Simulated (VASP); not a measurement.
# Sb (Fm-3m) in VASP: notebook, part 2 of 2

VASP 6.6.1. The steps go on from the part before.

## Step 3: Single point, PBE (volume scaled by 1.01)

INCAR reads:

```
SYSTEM = Sb
  PREC = Accurate
  ENCUT = 520
  EDIFF = 1E-7
  ISMEAR = -1
  SIGMA = 0.05
  LREAL = .FALSE.
  LASPH = .TRUE.
  NELM = 100
  ALGO = Normal
  ISIF = 2
  LWAVE = .FALSE.
  LCHARG = .FALSE.
  GGA = PE
  NBANDS = 8
```

KPOINTS reads:

```
Automatic mesh
0
G
  12 12 12
  0 0 0
```

POSCAR reads:

```
Sb
1.0
    0.0000000000      2.3126578636      2.3126578636
    2.3126578636      0.0000000000      2.3126578636
    2.3126578636      2.3126578636      0.0000000000
Sb
1
Direct
    0.0000000000      0.0000000000      0.0000000000
```

Potentials or basis: VASP PAW PBE potentials, release 64 (Sb).

Started as:

```sh
$ cat potpaw_PBE.64/Sb/POTCAR > POTCAR
$ mpirun -np 1 vasp_std > vasp.out
```

OUTCAR:

```text
SYSTEM = Sb
   PREC = Accurate
   ENCUT = 520
   EDIFF = 1E-7
   ISMEAR = -1
   LREAL = .FALSE.
   LASPH = .TRUE.
   NELM = 100
   ISIF = 2
   GGA = PE

 ion  position               nearest neighbor table
   1  0.000  0.000  0.000-

  LATTYP: Found a face centered cubic cell.
 ALAT       =     4.6253157272

  Lattice vectors:

 A1 = (   0.0000000000,   2.3126578636,   2.3126578636)
 A2 = (   2.3126578636,   0.0000000000,   2.3126578636)
 A3 = (   2.3126578636,   2.3126578636,   0.0000000000)

Analysis of symmetry for initial positions (statically):
=====================================================================
 Subroutine PRICEL returns:
 Original cell was already a primitive cell.

 Routine SETGRP: Setting up the symmetry group for a
 face centered cubic supercell.

 Subroutine GETGRP returns: Found 48 space group operations
 (whereof 48 operations were pure point group operations)
 out of a pool of 48 trial point group operations.

The static configuration has the point symmetry O_h .

Analysis of symmetry for dynamics (positions and initial velocities):
[... 160 lines left out ...]
 fundamental gap:      0.0927685228
 Fermi energy:         9.7355370407

 k-point     1 :       0.0000    0.0000    0.0000
  band No.  band energies     occupation
      1      -3.9472      2.00000
      2      15.6441      0.00000
      3      15.6441      0.00000
      4      15.6441      0.00000
      5      19.8990      0.00000
      6      19.9119      0.00000
      7      19.9119      0.00000
      8      19.9119      0.00000
[... 243 lines left out ...]
 k-point    24 :      -0.4167    0.1667    0.0000
  band No.  band energies     occupation
      1       0.6630      2.00000
      2       3.9811      2.00000
      3      10.2530      0.00006
      4      12.8013      0.00000
      5      16.5331      0.00000
      6      20.6680      0.00000
      7      20.9774      0.00000
      8      24.0597      0.00000

 [... further k-points ...]

------------------------ aborting loop because EDIFF is reached ----------------------------------------

  FORCE on cell =-STRESS in cart. coord.  units (eV):
  Direction    XX          YY          ZZ          XY          YZ          ZX
  --------------------------------------------------------------------------------------
  -------------------------------------------------------------------------------------
  Total        1.1834505      1.1834505      1.1834505      0.0000000     -0.0000000      0.0000000
  in kB       76.6472376     76.6472376     76.6472376      0.0000000     -0.0000000      0.0000000
  external PRESSURE =      76.6472376 kB  Pullay stress =       0.0000000 kB

 VOLUME and BASIS-vectors are now :
 -----------------------------------------------------------------------------
  energy-cutoff  :      520.00
  volume of cell :       24.74
      direct lattice vectors                 reciprocal lattice vectors
     0.000000000  2.312657864  2.312657864    -0.216201457  0.216201457  0.216201457
     2.312657864  0.000000000  2.312657864     0.216201457 -0.216201457  0.216201457
     2.312657864  2.312657864  0.000000000     0.216201457  0.216201457 -0.216201457

 POSITION                                       TOTAL-FORCE (eV/Angst)
 -----------------------------------------------------------------------------------
      0.00000      0.00000      0.00000         0.000000      0.000000      0.000000
 -----------------------------------------------------------------------------------
    total drift:                                0.000000      0.000000      0.000000

  FREE ENERGIE OF THE ION-ELECTRON SYSTEM (eV)
  ---------------------------------------------------
  free  energy   TOTEN  =        -3.7625418601 eV

  energy  without entropy=       -3.7558948203  energy(sigma->0) =       -3.75921834
```

OSZICAR:

```text
N       E                     dE             d eps       ncg     rms          rms(c)
DAV:   1     0.505252072296E+01    0.50525E+01   -0.16190E+03  1160   0.407E+02
DAV:   2    -0.366929485257E+01   -0.87218E+01   -0.82747E+01  1680   0.535E+01
DAV:   3    -0.376744841486E+01   -0.98154E-01   -0.94958E-01  1376   0.608E+00
DAV:   4    -0.376769238833E+01   -0.24397E-03   -0.24394E-03  1768   0.384E-01
DAV:   5    -0.376769286280E+01   -0.47447E-06   -0.47362E-06  1440   0.109E-02    0.199E+00
DAV:   6    -0.376443382932E+01    0.32590E-02   -0.12233E-03  1400   0.190E-01    0.115E+00
DAV:   7    -0.376254014911E+01    0.18937E-02   -0.27119E-03  1344   0.283E-01    0.451E-02
DAV:   8    -0.376254215582E+01   -0.20067E-05   -0.33572E-05  1688   0.463E-02    0.618E-03
DAV:   9    -0.376254232325E+01   -0.16743E-06   -0.54182E-07  1632   0.574E-03    0.109E-03
DAV:  10    -0.376254202688E+01    0.29637E-06   -0.25520E-08  1576   0.965E-04    0.116E-03
DAV:  11    -0.376254181557E+01    0.21132E-06   -0.96314E-10   824   0.282E-04    0.226E-04
DAV:  12    -0.376254186012E+01   -0.44551E-07   -0.10171E-10   712   0.691E-05
   1 F= -.37625419E+01 E0= -.37592183E+01  d E =-.664704E-02
```

Run time: 6.2 s. Hardware: 1 thread of Intel Xeon 6455B, shared host; peak memory 0.14 GiB.

What came out:

```
Free energy : -3.7625 eV
Pressure    : 7.7 GPa
```

Caveat: spin-orbit coupling is left out, which moves the levels of the heavy elements.

## Step 4: Single point, PBE (volume scaled by 1.04)

INCAR reads:

```
SYSTEM = Sb
PREC = Accurate
ENCUT = 520
EDIFF = 1E-7
ISMEAR = -1
SIGMA = 0.05
LREAL = .FALSE.
LASPH = .TRUE.
NELM = 80
ALGO = Normal
ISIF = 2
LWAVE = .FALSE.
LCHARG = .FALSE.
GGA = PE
NBANDS = 8
```

KPOINTS reads:

```
regular mesh
0
G
  12 12 12
  0 0 0
```

POSCAR reads:

```
Sb
1.0
    0.0000000000      2.3353324258      2.3353324258
    2.3353324258      0.0000000000      2.3353324258
    2.3353324258      2.3353324258      0.0000000000
Sb
1
Direct
    0.0000000000      0.0000000000      0.0000000000
```

Started as:

```sh
$ cat potpaw_PBE.64/Sb/POTCAR > POTCAR
$ mpirun -np 1 vasp_std > vasp.out
```

It took 16 s on 1 thread of Intel Xeon 6455B, shared host; peak memory 0.16 GiB.

Results (log left out):

| Item | Value |
| --- | --- |
| Free energy | -3.7920 eV |
| Pressure | 5.2 GPa |

Levels at points of the mesh, in eV from the Fermi level:
| k point | band 1 | band 2 | band 3 | band 4 | band 5 | band 6 |
| --- | --- | --- | --- | --- | --- | --- |
| (0.00, 0.00, 0.00) | -13.42 | 5.69 | 5.69 | 5.69 | 10.09 | 10.09 |
| (0.50, 0.00, 0.00) | -9.35 | -6.23 | 3.86 | 3.86 | 8.49 | 9.19 |
| (0.50, 0.50, 0.00) | -7.56 | -5.27 | 0.34 | 0.34 | 4.15 | 4.54 |

Caveat: spin-orbit coupling is left out, which moves the levels of the heavy elements.

## Step 5: Single point, PBE (volume scaled by 1.025)

INCAR reads:

```
SYSTEM = Sb
ALGO     = Normal         ! electronic algorithm
EDIFF    = 1E-7           ! SCF threshold, eV
ENCUT    = 520            ! plane-wave cutoff, eV
GGA      = PE             ! functional
ISIF     = 2              ! what is computed and relaxed
ISMEAR   = -1             ! smearing method
LASPH    = .TRUE.         ! aspherical terms in the spheres
LCHARG   = .FALSE.        ! write CHGCAR
LREAL    = .FALSE.        ! projectors in reciprocal space
LWAVE    = .FALSE.        ! write WAVECAR
NBANDS   = 8              ! bands
NELM     = 80             ! most SCF steps
PREC     = Accurate       ! precision mode
SIGMA    = 0.05           ! smearing width, eV
```

KPOINTS reads:

```
k-points
0
G
  12 12 12
  0 0 0
```

POSCAR reads:

```
Sb
1.0
    0.0000000000      2.3240504507      2.3240504507
    2.3240504507      0.0000000000      2.3240504507
    2.3240504507      2.3240504507      0.0000000000
Sb
1
Direct
    0.0000000000      0.0000000000      0.0000000000
```

Started as:

```sh
$ cat potpaw_PBE.64/Sb/POTCAR > POTCAR
$ mpirun -np 1 vasp_std > vasp.out
```

It took 7.6 s on 1 thread of Intel Xeon 6455B, shared host; peak memory 0.14 GiB.

Results (log left out):

```yaml
Free_energy: -3.7786 eV
Pressure: 6.4 GPa
```

Levels at points of the mesh, in eV from the Fermi level:
```csv
k point,band 1,band 2,band 3,band 4,band 5,band 6,band 7
"(0.00, 0.00, 0.00)",-13.55,5.80,5.80,5.80,10.13,10.13,10.13
"(0.50, 0.00, 0.00)",-9.39,-6.33,3.93,3.93,8.59,9.22,9.22
"(0.50, 0.50, 0.00)",-7.56,-5.37,0.34,0.34,4.16,4.52,17.92
```

Caveat: spin-orbit coupling is left out, which moves the levels of the heavy elements.

## Step 6: Single point, PBE (volume scaled by 1.02)

INCAR reads:

```
ALGO = Normal
EDIFF = 1E-6
ENCUT = 520
GGA = PE
ISIF = 2
ISMEAR = -1
LASPH = True
LCHARG = True
LELF = True
LREAL = False
LVHAR = True
LWAVE = False
NBANDS = 8
NELM = 100
PREC = Accurate
SIGMA = 0.05
```

KPOINTS reads:

```
k-points
0
Gamma
  12 12 12
```

POSCAR reads:

```
Sb
1.0
    0.0000000000      2.3202653455      2.3202653455
    2.3202653455      0.0000000000      2.3202653455
    2.3202653455      2.3202653455      0.0000000000
Sb
1
Direct
    0.0000000000      0.0000000000      0.0000000000
```

Potentials or basis: VASP PAW PBE potentials, release 64 (Sb).

Started as:

```sh
$ cat potpaw_PBE.64/Sb/POTCAR > POTCAR
$ mpirun -np 1 vasp_std > vasp.out
```

Run time: 7.4 s. Hardware: 1 thread of Intel Xeon 6455B, shared host; peak memory 0.14 GiB.

Results (log left out):

| Quantity | Value |
| --- | --- |
| Free energy | -3.7736 eV |
| Pressure | 6.8 GPa |

Levels at points of the mesh, in eV from the Fermi level:
| k point | band 1 | band 2 | band 3 | band 4 | band 5 |
| --- | --- | --- | --- | --- | --- |
| (0.00, 0.00, 0.00) | -13.59 | 5.84 | 5.84 | 5.84 | 10.15 |
| (0.50, 0.00, 0.00) | -9.41 | -6.37 | 3.95 | 3.95 | 8.62 |
| (0.50, 0.50, 0.00) | -7.56 | -5.40 | 0.34 | 0.34 | 4.16 |

Caveat: spin-orbit coupling is left out, which moves the levels of the heavy elements.

## Step 7: Overview

```tsv
cell	gap on the mesh (eV)	pressure (GPa)
a = 3.249 Å, angles 60.0°, 1 atom	none	9.5
a = 3.271 Å, angles 60.0°, 1 atom	none	7.7
a = 3.303 Å, angles 60.0°, 1 atom	none	5.2
a = 3.287 Å, angles 60.0°, 1 atom	none	6.4
a = 3.281 Å, angles 60.0°, 1 atom	none	6.8
```

Alike in all rows: task single point; level PBE; potentials or basis VASP PAW PBE potentials, release 64 (Sb); no spin polarisation; k mesh 12 × 12 × 12; cutoff (eV) 520; smearing fermi-dirac 0.05 eV.

Caveats: spin-orbit coupling is left out, which moves the levels of the heavy elements.

Absolute energies hang on the potentials; compare differences alone.
